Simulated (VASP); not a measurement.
# MnInCu (P4/mmm) in VASP: single point with PBE

Aim: the single point of MnInCu with PBE.

Program: VASP 6.6.1. These are calculated values, not measurements. Logs are shortened: lines on timing, memory, paths and dates and some standing lists are left out, and cuts for length are marked.

### Step 1. The cell of the first run

It takes space group P4/mmm (No. 123, tetragonal). The conventional cell has a = 3.752 Å, b = 3.752 Å, c = 4.828 Å, α = 90.00°, β = 90.00°, γ = 90.00°. Within 3.2 Å of Mn (site symmetry 4/mmm) lie 2 Cu at 2.41 Å and 4 In at 2.65 Å. In (site symmetry 4/mmm) has 4 Mn at 2.65 Å and 8 Cu at 3.59 Å within 3.6 Å. Cu (site symmetry 4/mmm) has 2 Mn at 2.41 Å within 3.2 Å.

The cell was generated, and may not be a known phase.

### Step 2. Single point, PBE, collinear spin, ferromagnetic start

File INCAR:

```
PREC     = Accurate       # precision mode
ENCUT    = 520            # plane-wave cutoff, eV
EDIFF    = 1E-7           # SCF threshold, eV
ISMEAR   = 0              # smearing method
SIGMA    = 0.1            # smearing width, eV
LREAL    = False          # projectors in reciprocal space
LASPH    = True           # aspherical terms in the spheres
NELM     = 150            # most SCF steps
ALGO     = Normal         # electronic algorithm
ISIF     = 2              # what is computed and relaxed
LWAVE    = False          # write WAVECAR
LCHARG   = False          # write CHGCAR
ISPIN    = 2              # spin polarisation
MAGMOM   = 3.54 0 0.18    # initial moments
LORBIT   = 11             # projections on sites
LMAXMIX  = 4              # l up to which the mixer works
GGA      = PE             # functional
NBANDS   = 30             # bands
```

File KPOINTS:

```
regular mesh
0
Gamma
  12 12 10
```

File POSCAR:

```
MnInCu
1.0
    3.7519958745      0.0000000000      0.0000000000
    0.0000000000      3.7519958745      0.0000000000
    0.0000000000      0.0000000000      4.8282331791
Mn In Cu
1 1 1
Direct
    0.0000000000      0.0000000000      0.0000000000
    0.5000000000      0.5000000000      0.0000000000
    0.0000000000      0.0000000000      0.5000000000
```

Potentials or basis: VASP PAW PBE potentials, release 64 (Mn_pv, In_d, Cu).

On the command line:

```
$ cat potpaw_PBE.64/Mn_pv/POTCAR potpaw_PBE.64/In_d/POTCAR potpaw_PBE.64/Cu/POTCAR > POTCAR
$ mpirun -np 1 vasp_std > vasp.out
```

OUTCAR:

```text
PREC = Accurate
   ENCUT = 520
   EDIFF = 1E-7
   ISMEAR = 0
   LREAL = False
   LASPH = True
   NELM = 150
   ISIF = 2
   ISPIN = 2
   LORBIT = 11
   GGA = PE

 ion  position               nearest neighbor table
   1  0.000  0.000  0.000-   3 2.41   3 2.41   2 2.65   2 2.65   2 2.65   2 2.65
   2  0.500  0.500  0.000-   1 2.65   1 2.65   1 2.65   1 2.65
   3  0.000  0.000  0.500-   1 2.41   1 2.41

  LATTYP: Found a simple tetragonal cell.
 ALAT       =     3.7519958745
 C/A-ratio  =     1.2868439467

  Lattice vectors:

 A1 = (   3.7519958745,   0.0000000000,   0.0000000000)
 A2 = (   0.0000000000,   3.7519958745,   0.0000000000)
 A3 = (   0.0000000000,   0.0000000000,   4.8282331791)

Analysis of symmetry for initial positions (statically):
=====================================================================
 Subroutine PRICEL returns:
 Original cell was already a primitive cell.

 Routine SETGRP: Setting up the symmetry group for a
 simple tetragonal supercell.

 Subroutine GETGRP returns: Found 16 space group operations
 (whereof 16 operations were pure point group operations)
 out of a pool of 16 trial point group operations.

The static configuration has the point symmetry D_4h.

Analysis of symmetry for dynamics (positions and initial velocities):
=====================================================================
 Subroutine PRICEL returns:
 Original cell was already a primitive cell.

 Routine SETGRP: Setting up the symmetry group for a
 simple tetragonal supercell.

 Subroutine GETGRP returns: Found 16 space group operations
 (whereof 16 operations were pure point group operations)
 out of a pool of 16 trial point group operations.

The dynamic configuration has the point symmetry D_4h.

Analysis of structural, dynamic, and magnetic symmetry:
=====================================================================
 Subroutine PRICEL returns:
 Original cell was already a primitive cell.

 Routine SETGRP: Setting up the symmetry group for a
 simple tetragonal supercell.

 Subroutine GETGRP returns: Found 16 space group operations
 (whereof 16 operations were pure point group operations)
 out of a pool of 16 trial point group operations.

The overall configuration has the point symmetry D_4h.

 Subroutine INISYM returns: Found 16 space group operations
 (whereof 16 operations are pure point group operations),
 and found     1 'primitive' translations

----------------------------------------------------------------------------------------

                                     Primitive cell

  volume of cell :      67.9693

  direct lattice vectors                    reciprocal lattice vectors
     3.751995874  0.000000000  0.000000000     0.266524813  0.000000000  0.000000000
     0.000000000  3.751995874  0.000000000     0.000000000  0.266524813  0.000000000
     0.000000000  0.000000000  4.828233179     0.000000000  0.000000000  0.207115100

  length of vectors
     3.751995874  3.751995874  4.828233179     0.266524813  0.266524813  0.207115100

  position of ions in fractional coordinates (direct lattice)
     0.000000000  0.000000000  0.000000000
     0.500000000  0.500000000  0.000000000
     0.000000000  0.000000000  0.500000000

  ion indices of the primitive-cell ions
   primitive index   ion index
                 1           1
                 2           2
                 3           3

----------------------------------------------------------------------------------------

 KPOINTS: regular mesh

Automatic generation of k-mesh.
 Grid dimensions read from file:
 generate k-points for:   12   12   10

 Generating k-lattice:

  Cartesian coordinates                     Fractional coordinates (reciprocal lattice)
     0.022210401  0.000000000  0.000000000     0.083333333  0.000000000  0.000000000
     0.000000000  0.022210401  0.000000000     0.000000000  0.083333333  0.000000000
     0.000000000  0.000000000  0.020711510     0.000000000  0.000000000  0.100000000

  Length of vectors
     0.022210401  0.022210401  0.020711510

  Shift w.r.t. Gamma in fractional coordinates (k-lattice)
     0.000000000  0.000000000  0.000000000

 Subroutine IBZKPT returns following result:
 ===========================================

 Found    168 irreducible k-points:

 Following reciprocal coordinates:
            Coordinates               Weight
  0.000000  0.000000  0.000000      1.000000
  0.083333  0.000000  0.000000      4.000000
  0.166667  0.000000  0.000000      4.000000
  0.250000  0.000000  0.000000      4.000000
  0.333333  0.000000  0.000000      4.000000
  0.416667  0.000000  0.000000      4.000000
[... 16 lines left out ...]
  0.333333  0.333333  0.000000      4.000000
  0.416667  0.333333  0.000000      8.000000
 [... further k-points ...]
   k-points           NKPTS =    168   k-points in BZ     NKDIM =    168   number of bands    NBANDS=     30
   number of dos      NEDOS =    301   number of ions     NIONS =      3
   total plane-waves  NPLWV =  28224
   dimension x,y,z NGX =    28 NGY =   28 NGZ =   36
   dimension x,y,z NGXF=    56 NGYF=   56 NGZF=   72
   ions per type =               1   1   1
   NGX,Y,Z   is equivalent  to a cutoff of  12.41, 12.41, 12.40 a.u.
   NGXF,Y,Z  is equivalent  to a cutoff of  24.81, 24.81, 24.79 a.u.
 SYSTEM =  unknown system
   PREC   = accura    normal or accurate (medium, high low for compatibility)
   ISTART =      0    job   : 0-new  1-cont  2-samecut
   ICHARG =      2    charge: 1-file 2-atom 10-const
   ISPIN  =      2    spin polarized calculation?
   LNONCOLLINEAR =      F non collinear calculations
   LSORBIT =      F    spin-orbit coupling
   LASPH  =      T    aspherical Exc in radial PAW
   ENCUT  =  520.0 eV  38.22 Ry    6.18 a.u.   6.98  6.98  8.98*2*pi/ulx,y,z
   NELM   =    150;   NELMIN=  2; NELMDL= -5     # of ELM steps
   EDIFF  = 0.1E-06   stopping-criterion for ELM
   LREAL  =      F    real-space projection
   EDIFFG = 0.1E-05   stopping-criterion for IOM
   NSW    =      0    number of steps for IOM
   IBRION =     -1    ionic relax: 0-MD 1-quasi-New 2-CG
   NFREE  =      0    steps in history (QN), initial steepest desc. (CG)
   ISIF   =      2    stress and relaxation
   ISYM   =      2    0-nonsym 1-usesym 2-fastsym
   POTIM  = 0.5000    time-step for ionic-motion
   TEBEG  =    0.0;   TEEND  =   0.0 temperature during run
   PSTRESS=    0.0 pullay stress
   NELECT =      37.0000    total number of electrons
   NUPDOWN=      -1.0000    fix difference up-down
   EMIN   =  10.00;   EMAX   =-10.00  energy-range for DOS
   EFERMI =   0.00;   METHOD = LEGACY
   ISMEAR =     0;   SIGMA  =   0.10  broadening in eV -4-tet -1-fermi 0-gaus
   EFERMI_NEDOS =   21; number of points for ismear=-14 and -15
   IALGO  =     38    algorithm
   IMIX   =      4    mixing-type and parameters
     AMIX     =   0.40;   BMIX     =  1.00
     AMIX_MAG =   1.60;   BMIX_MAG =  1.00
  volume/ion in A,a.u.               =      22.66       152.89
  Fermi-wavevector in a.u.,A,eV,Ry     =   1.336712  2.526019 24.310866  1.786798
  Thomas-Fermi vector in A             =   2.465317
   LORBIT       =     11    0 simple, 1 ext, 2 COOP (PROOUT), +10 PAW based schemes
   GGA     = PE    functional components
   LHFCALC =     F    Hartree Fock is set to
   AEXX    =    0.0000 exact exchange contribution
   IVDW    =     0    specifies the selected vdW correction
   LEPSILON=     F    determine dielectric tensor
   LRPA    =     F    only Hartree local field effects (RPA)
 spin polarized calculation
 Gauss-broadening in eV      SIGMA  =   0.10
  energy-cutoff  :      520.00
  volume of cell :       67.97
 maximum number of plane-waves:      1854
 NGX is ok and might be reduce to    28
   NGX = 13   NGY = 13   NGZ = 17

 number of electron      37.0000048 magnetization       3.4619396

 Free energy of the ion-electron system (eV)
  ---------------------------------------------------
  ext. energy  EPLUGINS =         0.00000000
  ---------------------------------------------------
  free energy    TOTEN  =       -12.71018333 eV

  energy without entropy =      -12.69808590  energy(sigma->0) =      -12.70413462

 E-fermi :   4.6006     XC(G=0):  -9.8860

 val. band max:        4.5951954955   @ k =   0.5000   0.0000   0.2000
 cond. band min:       4.6028000831   @ k =   0.1667   0.1667   0.1000
 fundamental gap:      0.0076045876
 Fermi energy:         4.6006305489

 spin component 1

 k-point     1 :       0.0000    0.0000    0.0000
  band No.  band energies     occupation
      1     -45.0796      1.00000
      2     -44.7650      1.00000
      3     -44.7650      1.00000
      4      -9.6098      1.00000
      5      -9.5911      1.00000
      6      -9.5701      1.00000
[... 22 lines left out ...]
     29      16.1657      0.00000
     30      17.8696      0.00000
[... 728 lines left out ...]
  band No.  band energies     occupation
      1     -45.0792      1.00000
      2     -44.7682      1.00000
      3     -44.7674      1.00000
      4      -9.6403      1.00000
      5      -9.5271      1.00000
      6      -9.5109      1.00000
[... 22 lines left out ...]
     29      14.7846      0.00000
     30      14.8337      0.00000

 [... further k-points ...]

 spin component 2

 k-point     1 :       0.0000    0.0000    0.0000
  band No.  band energies     occupation
      1     -41.4206      1.00000
      2     -41.3775      1.00000
      3     -41.3775      1.00000
      4      -9.6321      1.00000
      5      -9.6071      1.00000
      6      -9.6062      1.00000
[... 22 lines left out ...]
     29      16.1044      0.00000
     30      18.2587      0.00000
[... 728 lines left out ...]
  band No.  band energies     occupation
      1     -41.4201      1.00000
      2     -41.3815      1.00000
      3     -41.3806      1.00000
      4      -9.6548      1.00000
      5      -9.5523      1.00000
      6      -9.5351      1.00000
[... 22 lines left out ...]
     29      14.9487      0.00000
     30      15.1528      0.00000

 [... further k-points ...]

------------------------ aborting loop because EDIFF is reached ----------------------------------------

  FORCE on cell =-STRESS in cart. coord.  units (eV):
  Direction    XX          YY          ZZ          XY          YZ          ZX
  --------------------------------------------------------------------------------------
  -------------------------------------------------------------------------------------
  Total       -0.0032680     -0.0032680      0.0601123      0.0000000      0.0000000     -0.0000000
  in kB       -0.0770333     -0.0770333      1.4169704      0.0000000      0.0000000     -0.0000000
  external PRESSURE =       0.4209680 kB  Pullay stress =       0.0000000 kB

 VOLUME and BASIS-vectors are now :
 -----------------------------------------------------------------------------
  energy-cutoff  :      520.00
  volume of cell :       67.97
      direct lattice vectors                 reciprocal lattice vectors
     3.751995874  0.000000000  0.000000000     0.266524813  0.000000000  0.000000000
     0.000000000  3.751995874  0.000000000     0.000000000  0.266524813  0.000000000
     0.000000000  0.000000000  4.828233179     0.000000000  0.000000000  0.207115100

 POSITION                                       TOTAL-FORCE (eV/Angst)
 -----------------------------------------------------------------------------------
      0.00000      0.00000      0.00000         0.000000      0.000000      0.000000
      1.87600      1.87600      0.00000         0.000000      0.000000      0.000000
      0.00000      0.00000      2.41412         0.000000      0.000000      0.000000
 -----------------------------------------------------------------------------------
    total drift:                                0.000000      0.000000     -0.000000

  FREE ENERGIE OF THE ION-ELECTRON SYSTEM (eV)
  ---------------------------------------------------
  free  energy   TOTEN  =       -12.7101833303 eV

  energy  without entropy=      -12.6980859032  energy(sigma->0) =      -12.70413462

 total charge

# of ion       s       p       d       tot
------------------------------------------
    1        0.327   6.208   5.065  11.600
    2        0.956   0.658   9.844  11.458
    3        0.496   0.132   9.216   9.843
--------------------------------------------------
tot          1.779   6.998  24.125  32.902

 magnetization (x)

# of ion       s       p       d       tot
------------------------------------------
    1        0.036   0.023   3.274   3.333
    2       -0.045  -0.080   0.014  -0.110
    3       -0.027   0.028   0.152   0.152
--------------------------------------------------
tot         -0.036  -0.029   3.440   3.375
```

Wall time 8.9 min (1 thread of Oxide Virtual Turin-like, shared host); peak memory 0.57 GiB.

What came out:

```
Free energy                                           : -12.7102 eV
Pressure                                              : 0.0 GPa
Net moment                                            : 3.46 μB per cell
Site moments                                          : Mn +3.33; In -0.11; Cu +0.15 μB
Valence electrons inside the program's atomic spheres : Mn 11.60; In 11.46; Cu 9.84
```

Caveat: spin-orbit coupling is left out, which moves the levels of the heavy elements.
